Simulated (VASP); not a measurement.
# PtSe (P-6m2) in VASP: settings compared

PtSe is run at these levels: PBE, PBEsol, RPBE, revPBE; tasks: relaxation of cell and atoms.

Program: VASP 6.6.1. These are calculated values, not measurements. Logs are shortened: lines on timing, memory, paths and dates and some standing lists are left out, and cuts for length are marked.

## 1. The cell of the first run

Symmetry: P-6m2, No. 187, hexagonal system. Conventional cell: a = 3.702 Å, b = 3.702 Å, c = 3.613 Å, α = 90.00°, β = 90.00°, γ = 120.00°. Pt (site symmetry -6m2) has 6 Se at 2.80 Å and 2 Pt at 3.61 Å within 3.7 Å. Se (site symmetry -6m2) has 6 Pt at 2.80 Å and 2 Se at 3.61 Å within 3.7 Å.

## 2. Relaxation of cell and atoms, PBE

Input file INCAR:

```
SYSTEM = PtSe
PREC = Accurate ; ENCUT = 600
EDIFF = 1E-6 ; ISMEAR = -1
SIGMA = 0.05 ; LREAL = .FALSE.
LASPH = .TRUE. ; NELM = 60
ALGO = Normal ; ISIF = 3
LWAVE = .FALSE. ; LCHARG = .FALSE.
GGA = PE ; IBRION = 2
NSW = 60 ; EDIFFG = -0.01
```

Input file KPOINTS:

```
regular mesh
0
G
  8 8 7
  0 0 0
```

Input file POSCAR:

```
PtSe
1.0
    3.7018703300      0.0000000000      0.0000000000
   -1.8509351600      3.2059137500      0.0000000000
    0.0000000000      0.0000000000      3.6128420300
Pt Se
1 1
Direct
    0.0000000000      0.0000000000      0.0000000000
    0.6666666667      0.3333333333      0.5000000000
```

Potentials or basis: VASP PAW PBE potentials, release 64 (Pt, Se).

Run with:

```console
$ cat potpaw_PBE.64/Pt/POTCAR potpaw_PBE.64/Se/POTCAR > POTCAR
$ mpirun -np 1 vasp_std > vasp.out
```

OUTCAR:

```text
SYSTEM = PtSe
   PREC = Accurate
   ENCUT = 600
   EDIFF = 1E-6
   ISMEAR = -1
   LREAL = .FALSE.
   LASPH = .TRUE.
   NELM = 60
   ISIF = 3
   GGA = PE
   IBRION = 2
   NSW = 60
   EDIFFG = -0.01

 ion  position               nearest neighbor table
   1  0.000  0.000  0.000-   2 2.80   2 2.80   2 2.80   2 2.80   2 2.80   2 2.80
   2  0.667  0.333  0.500-   1 2.80   1 2.80   1 2.80   1 2.80   1 2.80   1 2.80

  LATTYP: Found a hexagonal cell.
 ALAT       =     3.7018703300
 C/A-ratio  =     0.9759504542

  Lattice vectors:

 A1 = (   3.7018703300,   0.0000000000,   0.0000000000)
 A2 = (  -1.8509351600,   3.2059137500,   0.0000000000)
 A3 = (   0.0000000000,   0.0000000000,   3.6128420300)

Analysis of symmetry for initial positions (statically):
=====================================================================
 Subroutine PRICEL returns:
 Original cell was already a primitive cell.

 Routine SETGRP: Setting up the symmetry group for a
 hexagonal supercell.

 Subroutine GETGRP returns: Found 12 space group operations
 (whereof 12 operations were pure point group operations)
 out of a pool of 24 trial point group operations.

The static configuration has the point symmetry D_3h.

Analysis of symmetry for dynamics (positions and initial velocities):
=====================================================================
 Subroutine PRICEL returns:
 Original cell was already a primitive cell.

 Routine SETGRP: Setting up the symmetry group for a
 hexagonal supercell.

 Subroutine GETGRP returns: Found 12 space group operations
 (whereof 12 operations were pure point group operations)
 out of a pool of 24 trial point group operations.

The dynamic configuration has the point symmetry D_3h.

 Subroutine INISYM returns: Found 12 space group operations
 (whereof 12 operations are pure point group operations),
 and found     1 'primitive' translations

----------------------------------------------------------------------------------------

                                     Primitive cell

  volume of cell :      42.8768

  direct lattice vectors                    reciprocal lattice vectors
     3.701870330  0.000000000  0.000000000     0.270133719  0.155961775  0.000000000
    -1.850935160  3.205913750  0.000000000     0.000000000  0.311923551  0.000000000
     0.000000000  0.000000000  3.612842030     0.000000000  0.000000000  0.276790403

  length of vectors
     3.701870330  3.701870330  3.612842030     0.311923551  0.311923551  0.276790403

  position of ions in fractional coordinates (direct lattice)
     0.000000000  0.000000000  0.000000000
     0.666666667  0.333333333  0.500000000

  ion indices of the primitive-cell ions
   primitive index   ion index
                 1           1
                 2           2

----------------------------------------------------------------------------------------

 KPOINTS: regular mesh

Automatic generation of k-mesh.
 Grid dimensions read from file:
 generate k-points for:    8    8    7

 Generating k-lattice:

  Cartesian coordinates                     Fractional coordinates (reciprocal lattice)
     0.033766715  0.019495222  0.000000000     0.125000000  0.000000000  0.000000000
     0.000000000  0.038990444  0.000000000     0.000000000  0.125000000  0.000000000
     0.000000000  0.000000000  0.039541486     0.000000000  0.000000000  0.142857143

  Length of vectors
     0.038990444  0.038990444  0.039541486

  Shift w.r.t. Gamma in fractional coordinates (k-lattice)
     0.000000000  0.000000000  0.000000000

 Subroutine IBZKPT returns following result:
 ===========================================

 Found     40 irreducible k-points:

 Following reciprocal coordinates:
            Coordinates               Weight
  0.000000  0.000000  0.000000      1.000000
  0.125000  0.000000  0.000000      6.000000
  0.250000  0.000000  0.000000      6.000000
  0.375000  0.000000  0.000000      6.000000
  0.500000  0.000000  0.000000      3.000000
  0.125000  0.125000  0.000000      6.000000
[... 16 lines left out ...]
  0.250000  0.000000  0.285714     12.000000
  0.375000  0.000000  0.285714     12.000000
 [... further k-points ...]
   k-points           NKPTS =     40   k-points in BZ     NKDIM =     40   number of bands    NBANDS=     12
   number of dos      NEDOS =    301   number of ions     NIONS =      2
   total plane-waves  NPLWV =  27000
   dimension x,y,z NGX =    30 NGY =   30 NGZ =   30
   dimension x,y,z NGXF=    60 NGYF=   60 NGZF=   60
   ions per type =               1   1
   NGX,Y,Z   is equivalent  to a cutoff of  13.47, 13.47, 13.80 a.u.
   NGXF,Y,Z  is equivalent  to a cutoff of  26.95, 26.95, 27.61 a.u.
 SYSTEM =  PtSe
   PREC   = accura    normal or accurate (medium, high low for compatibility)
   ISTART =      0    job   : 0-new  1-cont  2-samecut
   ICHARG =      2    charge: 1-file 2-atom 10-const
   ISPIN  =      1    spin polarized calculation?
   LNONCOLLINEAR =      F non collinear calculations
   LSORBIT =      F    spin-orbit coupling
   LASPH  =      T    aspherical Exc in radial PAW
   ENCUT  =  600.0 eV  44.10 Ry    6.64 a.u.   7.39  7.39  7.22*2*pi/ulx,y,z
   NELM   =     60;   NELMIN=  2; NELMDL= -5     # of ELM steps
   EDIFF  = 0.1E-05   stopping-criterion for ELM
   LREAL  =      F    real-space projection
   EDIFFG = -.1E-01   stopping-criterion for IOM
   NSW    =     60    number of steps for IOM
   IBRION =      2    ionic relax: 0-MD 1-quasi-New 2-CG
   NFREE  =      1    steps in history (QN), initial steepest desc. (CG)
   ISIF   =      3    stress and relaxation
   ISYM   =      2    0-nonsym 1-usesym 2-fastsym
   POTIM  = 0.5000    time-step for ionic-motion
   TEBEG  =    0.0;   TEEND  =   0.0 temperature during run
   PSTRESS=    0.0 pullay stress
   NELECT =      16.0000    total number of electrons
   NUPDOWN=      -1.0000    fix difference up-down
   EMIN   =  10.00;   EMAX   =-10.00  energy-range for DOS
   EFERMI =   0.00;   METHOD = LEGACY
   ISMEAR =    -1;   SIGMA  =   0.05  broadening in eV -4-tet -1-fermi 0-gaus
   EFERMI_NEDOS =   21; number of points for ismear=-14 and -15
   IALGO  =     38    algorithm
   IMIX   =      4    mixing-type and parameters
     AMIX     =   0.40;   BMIX     =  1.00
     AMIX_MAG =   1.60;   BMIX_MAG =  1.00
  volume/ion in A,a.u.               =      21.44       144.67
  Fermi-wavevector in a.u.,A,eV,Ry     =   1.178621  2.227271 18.900497  1.389147
  Thomas-Fermi vector in A             =   2.314947
   LORBIT       =      0    0 simple, 1 ext, 2 COOP (PROOUT), +10 PAW based schemes
   GGA     = PE    functional components
   LHFCALC =     F    Hartree Fock is set to
   AEXX    =    0.0000 exact exchange contribution
   IVDW    =     0    specifies the selected vdW correction
   LEPSILON=     F    determine dielectric tensor
   LRPA    =     F    only Hartree local field effects (RPA)
 conjugate gradient relaxation of ions
 non-spin polarized calculation
  energy-cutoff  :      600.00
  volume of cell :       42.88
 maximum number of plane-waves:      1461
 NGX is ok and might be reduce to    30
   NGX = 15   NGY = 15   NGZ = 15

--------------------------------------- Ionic step        1  -------------------------------------------

 number of electron      15.9999999 magnetization

 Free energy of the ion-electron system (eV)
  ---------------------------------------------------
  ext. energy  EPLUGINS =         0.00000000
  ---------------------------------------------------
  free energy    TOTEN  =        -8.98869755 eV

  energy without entropy =       -8.97841213  energy(sigma->0) =       -8.98355484

------------------------ aborting loop because EDIFF is reached ----------------------------------------

  FORCE on cell =-STRESS in cart. coord.  units (eV):
  Direction    XX          YY          ZZ          XY          YZ          ZX
  --------------------------------------------------------------------------------------
  -------------------------------------------------------------------------------------
  Total       -2.6418524     -2.6418524     -3.9550054     -0.0000000      0.0000000      0.0000000
  in kB      -98.7181776    -98.7181778   -147.7868048     -0.0000002      0.0000000      0.0000000
  external PRESSURE =    -115.0743867 kB  Pullay stress =       0.0000000 kB
[... 89 lines left out ...]
  FREE ENERGIE OF THE ION-ELECTRON SYSTEM (eV)
  ---------------------------------------------------
  free  energy   TOTEN  =        -9.2009745632 eV

  energy  without entropy=       -9.1915172317  energy(sigma->0) =       -9.19624590

[... ionic steps 4 to 8 ...]

--------------------------------------- Ionic step        9  -------------------------------------------

 number of electron      16.0000000 magnetization

------------------------ aborting loop because EDIFF is reached ----------------------------------------

  FORCE on cell =-STRESS in cart. coord.  units (eV):
  Direction    XX          YY          ZZ          XY          YZ          ZX
  --------------------------------------------------------------------------------------
  -------------------------------------------------------------------------------------
  Total        0.0156785      0.0156785      0.0206038      0.0000000      0.0000000      0.0000000
  in kB        0.6523946      0.6523946      0.8573401      0.0000000      0.0000000      0.0000000
  external PRESSURE =       0.7207098 kB  Pullay stress =       0.0000000 kB
[... 57 lines left out ...]
  energy  without entropy=       -9.2135162799  energy(sigma->0) =       -9.21844491

--------------------------------------- Ionic step       11  -------------------------------------------

 number of electron      16.0000000 magnetization

 Free energy of the ion-electron system (eV)
  ---------------------------------------------------
  ext. energy  EPLUGINS =         0.00000000
  ---------------------------------------------------
  free energy    TOTEN  =        -9.22350330 eV

  energy without entropy =       -9.21369150  energy(sigma->0) =       -9.21859740

 E-fermi :   7.3074     XC(G=0): -11.2479

 val. band max:        7.2596465934   @ k =   0.2500   0.0000   0.1429
 cond. band min:       7.3221618055   @ k =   0.3750   0.2500   0.2857
 fundamental gap:      0.0625152121
 Fermi energy:         7.3073697650

 k-point     1 :       0.0000    0.0000    0.0000
  band No.  band energies     occupation
      1      -8.2129      2.00000
      2       2.3944      2.00000
      3       2.3944      2.00000
      4       2.9175      2.00000
      5       4.9752      2.00000
      6       4.9752      2.00000
      7       6.2788      2.00000
      8       7.4589      0.09204
      9       7.8884      0.00002
     10       7.8884      0.00002
     11      14.1131      0.00000
     12      14.1131      0.00000
[... 331 lines left out ...]
 k-point    24 :       0.3750    0.0000    0.2857
  band No.  band energies     occupation
      1      -6.7621      2.00000
      2       0.7820      2.00000
      3       1.9567      2.00000
      4       2.3520      2.00000
      5       4.2763      2.00000
      6       4.8274      2.00000
      7       5.4785      2.00000
      8       6.4416      2.00000
      9       7.7960      0.00011
     10      10.5517      0.00000
     11      13.0107      0.00000
     12      15.6701      0.00000

 [... further k-points ...]
[... 5 lines left out ...]
  --------------------------------------------------------------------------------------
  -------------------------------------------------------------------------------------
  Total        0.0068959      0.0068959     -0.0021499      0.0000000     -0.0000000      0.0000000
  in kB        0.2867834      0.2867834     -0.0894076      0.0000000     -0.0000000      0.0000000
  external PRESSURE =       0.1613864 kB  Pullay stress =       0.0000000 kB
[... 17 lines left out ...]
  FREE ENERGIE OF THE ION-ELECTRON SYSTEM (eV)
  ---------------------------------------------------
  free  energy   TOTEN  =        -9.2235032974 eV

  energy  without entropy=       -9.2136915008  energy(sigma->0) =       -9.21859740

 reached required accuracy - stopping structural energy minimisation
```

It took 1.9 min on 1 thread of Intel Xeon Platinum 8488C (Sapphire Rapids), shared host; peak memory 0.19 GiB.

What came out:

```
Free energy                            : -9.2235 eV
Relaxed volume                         : 19.26 Å³/atom
Relaxed cell                           : a = 3.742 Å, b = 3.742 Å, c = 3.177 Å, α = 90.00°, β = 90.00°, γ = 120.00°
Space group after relaxing (to 0.05 Å) : P-6m2 (No. 187)
Energy gained by relaxing              : 117.4 meV/atom
Ionic steps                            : 11
Pressure after relaxing                : 0.0 GPa
Band gap on the k mesh                 : zero (band 8 reaches 8.08 eV, above the bottom of band 9 at 7.23 eV)
```

The path:
| step | energy change (eV) | largest force (eV/Å) | pressure (GPa) | volume (Å³) |
| --- | --- | --- | --- | --- |
| 1 | 0.0000 | 0.0000 | -11.51 | 42.88 |
| 2 | -0.0055 | 0.0000 | 18.85 | 34.00 |
| 3 | -0.2123 | 0.0000 | -0.11 | 37.97 |
| 4 | -0.2124 | 0.0000 | 0.23 | 37.88 |
| 5 | -0.2157 | 0.0000 | 0.19 | 37.95 |
| 6 | -0.2241 | 0.0000 | 0.09 | 38.15 |
| 7 | -0.2343 | 0.0000 | 0.05 | 38.45 |
| 8 | -0.2342 | 0.0000 | 0.12 | 38.56 |
| 9 | -0.2348 | 0.0000 | 0.07 | 38.50 |
| 10 | -0.2347 | 0.0000 | -0.37 | 38.64 |
| 11 | -0.2348 | 0.0000 | 0.02 | 38.53 |

Final structure:
```xyz
2
Lattice="3.7421 0.0000 0.0000 -1.8711 3.2408 0.0000 0.0000 0.0000 3.1768" Properties=species:S:1:pos:R:3 pbc="T T T"
Pt    0.0000    0.0000    0.0000
Se    1.8711    1.0803    1.5884
```

Caveat: spin-orbit coupling is left out, which moves the levels of the heavy elements.

## 3. Relaxation of cell and atoms, PBEsol

Input file INCAR:

```
ALGO = Normal
EDIFF = 1E-6
EDIFFG = -0.01
ENCUT = 600
GGA = PS
IBRION = 2
ISIF = 3
ISMEAR = -1
LASPH = True
LCHARG = False
LREAL = False
LWAVE = False
NELM = 60
NSW = 60
PREC = Accurate
SIGMA = 0.05
```

Input file KPOINTS:

```
k-points
0
Gamma
  8 8 7
```

POSCAR is that of step 2.

Potentials or basis: VASP PAW PBE potentials, release 64 (Pt, Se).

Run with:

```console
$ cat potpaw_PBE.64/Pt/POTCAR potpaw_PBE.64/Se/POTCAR > POTCAR
$ mpirun -np 1 vasp_std > vasp.out
```

It took 2.1 min on 1 thread of Intel Xeon Platinum 8488C (Sapphire Rapids), shared host; peak memory 0.19 GiB.

It converged, with:

```
Free energy                            : -10.4597 eV
Relaxed volume                         : 18.45 Å³/atom
Relaxed cell                           : a = 3.697 Å, b = 3.697 Å, c = 3.117 Å, α = 90.00°, β = 90.00°, γ = 120.00°
Space group after relaxing (to 0.05 Å) : P-6m2 (No. 187)
Energy gained by relaxing              : 215.6 meV/atom
Ionic steps                            : 12
Pressure after relaxing                : 0.0 GPa
Band gap on the k mesh                 : zero (band 8 reaches 8.64 eV, above the bottom of band 9 at 7.72 eV)
```

Step by step:
| step | energy change (eV) | largest force (eV/Å) | pressure (GPa) | volume (Å³) |
| --- | --- | --- | --- | --- |
| 1 | 0.0000 | 0.0000 | -16.32 | 42.88 |
| 2 | 0.1718 | 0.0000 | 38.87 | 30.69 |
| 3 | -0.4092 | 0.0000 | -0.75 | 36.50 |
| 4 | -0.4098 | 0.0000 | -0.06 | 36.34 |
| 5 | -0.4098 | 0.0000 | 0.45 | 36.22 |
| 6 | -0.4121 | 0.0000 | 0.42 | 36.27 |
| 7 | -0.4184 | 0.0000 | 0.39 | 36.41 |
| 8 | -0.4281 | 0.0000 | 0.42 | 36.64 |
| 9 | -0.4185 | 0.0000 | 1.38 | 36.88 |
| 10 | -0.4309 | 0.0000 | 0.55 | 36.75 |
| 11 | -0.4202 | 0.0000 | -3.52 | 37.86 |
| 12 | -0.4311 | 0.0000 | -0.01 | 36.89 |

Final structure:
```yaml
crystal:
  lattice:
    - [3.69662, 0.00000, 0.00000]
    - [-1.84831, 3.20136, 0.00000]
    - [0.00000, 0.00000, 3.11740]
  atoms:
    - { symbol: Pt, position: [0.00000, 0.00000, 0.00000] }
    - { symbol: Se, position: [0.66667, 0.33333, 0.50000] }
```

Levels at points of the mesh, in eV from the Fermi level:
```
           k point  band 4  band 5  band 6  band 7  band 8  band 9  band 10  band 11  band 12
(0.00, 0.00, 0.00)   -4.76   -2.49   -2.49   -1.00    0.22    0.62     0.62     6.73     6.73
(0.50, 0.00, 0.00)   -4.11   -4.09   -2.64   -2.28   -1.81    1.90     3.04     7.11     9.48
```

Caveat: the PAW data sets were made with another functional, which shifts forces and pressure a little; spin-orbit coupling is left out, which moves the levels of the heavy elements.

(Part 1 of 2 ends here.)
